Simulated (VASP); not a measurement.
# Ge (Fd-3m) in VASP: notebook

Runs on Ge. Level: PBE. Tasks: single point.

Program: VASP 6.6.1. These are calculated values, not measurements. Logs are shortened: lines on timing, memory, paths and dates and some standing lists are left out, and cuts for length are marked.

## (1) The cell of the first run

The structure is cubic, space group Fd-3m (No. 227). Conventional cell: a = 5.581 Å, b = 5.581 Å, c = 5.581 Å, α = 90.00°, β = 90.00°, γ = 90.00°. Ge (site symmetry -43m) has 4 Ge at 2.42 Å within 3.2 Å.

## (2) Single point, PBE (volume scaled by 0.96)

The input, INCAR:

```
SYSTEM = Ge
PREC = Accurate ; ENCUT = 520
EDIFF = 1E-6 ; ISMEAR = -1
SIGMA = 0.05 ; LREAL = .False.
LASPH = .True. ; NELM = 80
ALGO = Normal ; ISIF = 2
LWAVE = .False. ; LCHARG = .False.
GGA = PE ; NBANDS = 21
```

The input, KPOINTS:

```
Automatic mesh
0
Gamma
  8 8 8
  0 0 0
```

The input, POSCAR:

```
Ge
1.0
    0.0000000000      2.7906767997      2.7906767997
    2.7906767997      0.0000000000      2.7906767997
    2.7906767997      2.7906767997      0.0000000000
Ge
2
Direct
    0.7500000000      0.7500000000      0.7500000000
    0.5000000000      0.5000000000      0.5000000000
```

Potentials or basis: VASP PAW PBE potentials, release 64 (Ge_d).

The run is started by

```bash
$ cat potpaw_PBE.64/Ge_d/POTCAR > POTCAR
$ mpirun -np 1 vasp_std > vasp.out
```

OUTCAR:

```text
SYSTEM = Ge
   PREC = Accurate
   ENCUT = 520
   EDIFF = 1E-6
   ISMEAR = -1
   LREAL = .False.
   LASPH = .True.
   NELM = 80
   ISIF = 2
   GGA = PE

 ion  position               nearest neighbor table
   1  0.750  0.750  0.750-   2 2.42   2 2.42   2 2.42   2 2.42
   2  0.500  0.500  0.500-   1 2.42   1 2.42   1 2.42   1 2.42

  LATTYP: Found a face centered cubic cell.
 ALAT       =     5.5813535994

  Lattice vectors:

 A1 = (   0.0000000000,   2.7906767997,   2.7906767997)
 A2 = (   2.7906767997,   0.0000000000,   2.7906767997)
 A3 = (   2.7906767997,   2.7906767997,   0.0000000000)

Analysis of symmetry for initial positions (statically):
=====================================================================
 Subroutine PRICEL returns:
 Original cell was already a primitive cell.

 Routine SETGRP: Setting up the symmetry group for a
 face centered cubic supercell.

 Subroutine GETGRP returns: Found 48 space group operations
 (whereof 24 operations were pure point group operations)
 out of a pool of 48 trial point group operations.

The static configuration has the point symmetry T_d .
 The point group associated with its full space group is O_h .

Analysis of symmetry for dynamics (positions and initial velocities):
=====================================================================
 Subroutine PRICEL returns:
 Original cell was already a primitive cell.

 Routine SETGRP: Setting up the symmetry group for a
 face centered cubic supercell.

 Subroutine GETGRP returns: Found 48 space group operations
 (whereof 24 operations were pure point group operations)
 out of a pool of 48 trial point group operations.

The dynamic configuration has the point symmetry T_d .
 The point group associated with its full space group is O_h .

 Subroutine INISYM returns: Found 48 space group operations
 (whereof 24 operations are pure point group operations),
 and found     1 'primitive' translations

----------------------------------------------------------------------------------------

                                     Primitive cell

  volume of cell :      43.4669

  direct lattice vectors                    reciprocal lattice vectors
     0.000000000  2.790676800  2.790676800    -0.179168007  0.179168007  0.179168007
     2.790676800  0.000000000  2.790676800     0.179168007 -0.179168007  0.179168007
     2.790676800  2.790676800  0.000000000     0.179168007  0.179168007 -0.179168007
[... 80 lines left out ...]
   LSORBIT =      F    spin-orbit coupling
   LASPH  =      T    aspherical Exc in radial PAW
   ENCUT  =  520.0 eV  38.22 Ry    6.18 a.u.   7.34  7.34  7.34*2*pi/ulx,y,z
   NELM   =     80;   NELMIN=  2; NELMDL= -5     # of ELM steps
   EDIFF  = 0.1E-05   stopping-criterion for ELM
   LREAL  =      F    real-space projection
   EDIFFG = 0.1E-04   stopping-criterion for IOM
   NSW    =      0    number of steps for IOM
   IBRION =     -1    ionic relax: 0-MD 1-quasi-New 2-CG
   NFREE  =      0    steps in history (QN), initial steepest desc. (CG)
   ISIF   =      2    stress and relaxation
   ISYM   =      2    0-nonsym 1-usesym 2-fastsym
   POTIM  = 0.5000    time-step for ionic-motion
   TEBEG  =    0.0;   TEEND  =   0.0 temperature during run
   PSTRESS=    0.0 pullay stress
   NELECT =      28.0000    total number of electrons
   NUPDOWN=      -1.0000    fix difference up-down
   EMIN   =  10.00;   EMAX   =-10.00  energy-range for DOS
   EFERMI =   0.00;   METHOD = LEGACY
   ISMEAR =    -1;   SIGMA  =   0.05  broadening in eV -4-tet -1-fermi 0-gaus
   EFERMI_NEDOS =   21; number of points for ismear=-14 and -15
   IALGO  =     38    algorithm
   IMIX   =      4    mixing-type and parameters
     AMIX     =   0.40;   BMIX     =  1.00
     AMIX_MAG =   1.60;   BMIX_MAG =  1.00
  volume/ion in A,a.u.               =      21.73       146.66
  Fermi-wavevector in a.u.,A,eV,Ry     =   1.413865  2.671818 27.198243  1.999014
  Thomas-Fermi vector in A             =   2.535467
   LORBIT       =      0    0 simple, 1 ext, 2 COOP (PROOUT), +10 PAW based schemes
   GGA     = PE    functional components
   LHFCALC =     F    Hartree Fock is set to
   AEXX    =    0.0000 exact exchange contribution
   IVDW    =     0    specifies the selected vdW correction
   LEPSILON=     F    determine dielectric tensor
   LRPA    =     F    only Hartree local field effects (RPA)
 non-spin polarized calculation
  energy-cutoff  :      520.00
  volume of cell :       43.47
 maximum number of plane-waves:      1211
 NGX is ok and might be reduce to    30
   NGX = 15   NGY = 15   NGZ = 15

 number of electron      28.0000021 magnetization

 Free energy of the ion-electron system (eV)
  ---------------------------------------------------
  ext. energy  EPLUGINS =         0.00000000
  ---------------------------------------------------
  free energy    TOTEN  =        -8.94029220 eV

  energy without entropy =       -8.94001626  energy(sigma->0) =       -8.94015423

 E-fermi :   5.5456     XC(G=0): -10.1186

 val. band max:        5.4016185655   @ k =   0.0000   0.0000   0.0000
 cond. band min:       5.7141011185   @ k =   0.5000   0.0000   0.0000
 fundamental gap:      0.3124825530
 Fermi energy:         5.5455982066

 k-point     1 :       0.0000    0.0000    0.0000
  band No.  band energies     occupation
      1     -19.4767      2.00000
      2     -19.4766      2.00000
      3     -19.4766      2.00000
      4     -19.4372      2.00000
      5     -19.4372      2.00000
      6     -19.2036      2.00000
[... 565 lines left out ...]
     20      16.4971      0.00000
     21      17.1260      0.00000

 [... further k-points ...]

------------------------ aborting loop because EDIFF is reached ----------------------------------------

  FORCE on cell =-STRESS in cart. coord.  units (eV):
  Direction    XX          YY          ZZ          XY          YZ          ZX
  --------------------------------------------------------------------------------------
  -------------------------------------------------------------------------------------
  Total        1.8787161      1.8787161      1.8787161     -0.0000000      0.0000000      0.0000000
  in kB       69.2489397     69.2489397     69.2489397     -0.0000000      0.0000000      0.0000000
  external PRESSURE =      69.2489397 kB  Pullay stress =       0.0000000 kB

 VOLUME and BASIS-vectors are now :
 -----------------------------------------------------------------------------
  energy-cutoff  :      520.00
  volume of cell :       43.47
      direct lattice vectors                 reciprocal lattice vectors
     0.000000000  2.790676800  2.790676800    -0.179168007  0.179168007  0.179168007
     2.790676800  0.000000000  2.790676800     0.179168007 -0.179168007  0.179168007
     2.790676800  2.790676800  0.000000000     0.179168007  0.179168007 -0.179168007

 POSITION                                       TOTAL-FORCE (eV/Angst)
 -----------------------------------------------------------------------------------
      4.18602      4.18602      4.18602         0.000000      0.000000      0.000000
      2.79068      2.79068      2.79068        -0.000000     -0.000000     -0.000000
 -----------------------------------------------------------------------------------
    total drift:                                0.000000     -0.000000     -0.000000

  FREE ENERGIE OF THE ION-ELECTRON SYSTEM (eV)
  ---------------------------------------------------
  free  energy   TOTEN  =        -8.9402922018 eV

  energy  without entropy=       -8.9400162600  energy(sigma->0) =       -8.94015423
```

OSZICAR:

```text
N       E                     dE             d eps       ncg     rms          rms(c)
DAV:   1     0.197967649385E+03    0.19797E+03   -0.14530E+04  1371   0.370E+03
DAV:   2     0.194924878576E+02   -0.17848E+03   -0.17277E+03  1223   0.651E+02
DAV:   3    -0.809193777053E+01   -0.27584E+02   -0.27394E+02  1383   0.145E+02
DAV:   4    -0.902686245206E+01   -0.93492E+00   -0.93443E+00  1398   0.316E+01
DAV:   5    -0.904188175389E+01   -0.15019E-01   -0.15019E-01  1383   0.441E+00    0.340E+00
DAV:   6    -0.897355858645E+01    0.68323E-01   -0.24196E-02  1379   0.139E+00    0.201E+00
DAV:   7    -0.893835578181E+01    0.35203E-01   -0.53733E-02  1412   0.197E+00    0.150E-01
DAV:   8    -0.894009102735E+01   -0.17352E-02   -0.57930E-03  1358   0.845E-01    0.439E-02
DAV:   9    -0.894028203463E+01   -0.19101E-03   -0.23473E-04  1358   0.157E-01    0.143E-02
DAV:  10    -0.894029039025E+01   -0.83556E-05   -0.22560E-05  1421   0.612E-02    0.637E-03
DAV:  11    -0.894029199206E+01   -0.16018E-05   -0.43829E-06  1091   0.260E-02    0.212E-03
DAV:  12    -0.894029220176E+01   -0.20969E-06   -0.29352E-07   958   0.475E-03
   1 F= -.89402922E+01 E0= -.89401542E+01  d E =-.275942E-03
```

stdout:

```text
POSCAR found type information on POSCAR Ge
 POSCAR found :  1 types and       2 ions
 scaLAPACK will be used
 LDA part: xc-table for (Slater+PW92), standard interpolation
 POSCAR, INCAR and KPOINTS ok, starting setup
 FFT: planning ... GRIDC
 FFT: planning ... GRID_SOFT
 FFT: planning ... GRID
 WAVECAR not read
 entering main loop
```

Run time: 12 s. Hardware: 1 thread of Intel Xeon Platinum 8559C (Emerald Rapids), shared host; peak memory 0.17 GiB.

What came out:

```
Free energy            : -8.9403 eV
Pressure               : 6.9 GPa
Band gap on the k mesh : 0.31 eV, indirect (least direct gap 0.41 eV)
```

Levels at points of the mesh, in eV from the valence-band top:
```
           k point  band 11  band 12  band 13  band 14  band 15  band 16  band 17  band 18
(0.00, 0.00, 0.00)   -13.09     0.00     0.00     0.00     0.41     2.57     2.57     2.57
(0.50, 0.00, 0.00)   -10.90    -7.79    -1.47    -1.47     0.31     3.77     3.77     7.15
(0.50, 0.50, 0.00)    -9.05    -9.05    -3.22    -3.22     0.70     0.70     9.86     9.86
```

 A k mesh can miss the band edges.

## (3) Single point, PBE (volume scaled by 0.98)

INCAR, as its differences from that of step 2:

```diff
@@ -2,3 +2,3 @@
 PREC = Accurate ; ENCUT = 520
-EDIFF = 1E-6 ; ISMEAR = -1
+EDIFF = 1E-7 ; ISMEAR = -1
 SIGMA = 0.05 ; LREAL = .False.
```

KPOINTS is that of step 2.

The input, POSCAR:

```
Ge
1.0
    0.0000000000      2.8099234548      2.8099234548
    2.8099234548      0.0000000000      2.8099234548
    2.8099234548      2.8099234548      0.0000000000
Ge
2
Direct
    0.7500000000      0.7500000000      0.7500000000
    0.5000000000      0.5000000000      0.5000000000
```

Potentials or basis: VASP PAW PBE potentials, release 64 (Ge_d).

The run is started by

```bash
$ cat potpaw_PBE.64/Ge_d/POTCAR > POTCAR
$ mpirun -np 1 vasp_std > vasp.out
```

Wall time 13 s (1 thread of Intel Xeon Platinum 8559C (Emerald Rapids), shared host); peak memory 0.16 GiB.

Results (log left out):

- Free energy: -8.9745 eV
- Pressure: 5.1 GPa
- Band gap on the k mesh: 0.22 eV, direct

Levels at points of the mesh, in eV from the valence-band top:
```csv
k point,band 12,band 13,band 14,band 15,band 16,band 17
"(0.00, 0.00, 0.00)",0.00,0.00,0.00,0.22,2.56,2.56
"(0.50, 0.00, 0.00)",-7.69,-1.44,-1.44,0.25,3.76,3.76
"(0.50, 0.50, 0.00)",-8.96,-3.15,-3.15,0.73,0.73,9.69
```

 A k mesh can miss the band edges.
